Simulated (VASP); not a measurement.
The system is Pd.

```xyz
1
Lattice="0.0000 1.9500 1.9500 1.9500 0.0000 1.9500 1.9500 1.9500 0.0000" Properties=species:S:1:pos:R:3 pbc="T T T"
Pd    0.0000    0.0000    0.0000
```

Base run:

```yaml
Program: VASP 6.6.1
Functional: PBE
Potentials_or_basis: VASP PAW PBE potentials, release 64 (Pd)
Cutoff: 500 eV
k_mesh: 10 × 10 × 10
Occupations: fermi-dirac, width 0.1 eV
Spin: no spin polarisation
```

Its results: band gap on the k mesh zero (band 5 reaches 9.99 eV, above the bottom of band 6 at 8.43 eV); pressure 5.9 GPa.

The run is repeated on the same cell with these changes: k mesh from 10 × 10 × 10 to 5 × 5 × 5. What comes out?

Band gap on the k mesh zero (band 5 reaches 9.72 eV, above the bottom of band 6 at 8.48 eV); pressure 8.6 GPa.

Caveats: some runs use coarse meshes.
